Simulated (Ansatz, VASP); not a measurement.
Two plane-wave programs on YGeF5

```
CELL_PARAMETERS angstrom
0.00000 4.94952 4.94952
4.94952 0.00000 4.94952
4.94952 4.94952 0.00000
ATOMIC_POSITIONS crystal
Y 0.50000 0.50000 0.50000
Ge 0.75000 0.75000 0.75000
F 0.85089 0.44734 0.85089
F 0.85089 0.85089 0.85089
F 0.44734 0.85089 0.85089
F 0.85089 0.85089 0.44734
F 0.00000 0.00000 0.00000
```

Alike in both runs: functional PBE; k mesh 8 × 8 × 8; occupations gaussian, width 0.1 eV; no spin polarisation.

Ansatz relaxed the structure, and its values are those at the end. VASP's run is a single point on that final structure, the one shown.

|  | VASP | Ansatz |
| --- | --- | --- |
| version | VASP 6.6.1 | Ansatz 0.2.0 |
| potentials or method | VASP PAW PBE potentials, release 64 (Y_sv, Ge_d, F), cutoff 520 eV | scalar-relativistic, plane waves, PAW |
| valence electrons in the cell | 60 | 60 |

```tsv
	VASP	Ansatz	Ansatz less VASP
gap on the k mesh at the Fermi level (eV)	0.12	0.09	-0.032
least direct gap on the mesh (eV)	0.16	0.13	-0.033
pressure (GPa)	0.1	0.0	-0.07
rms of the force components (eV/Å)	0.053	0.006	-0.0474
```
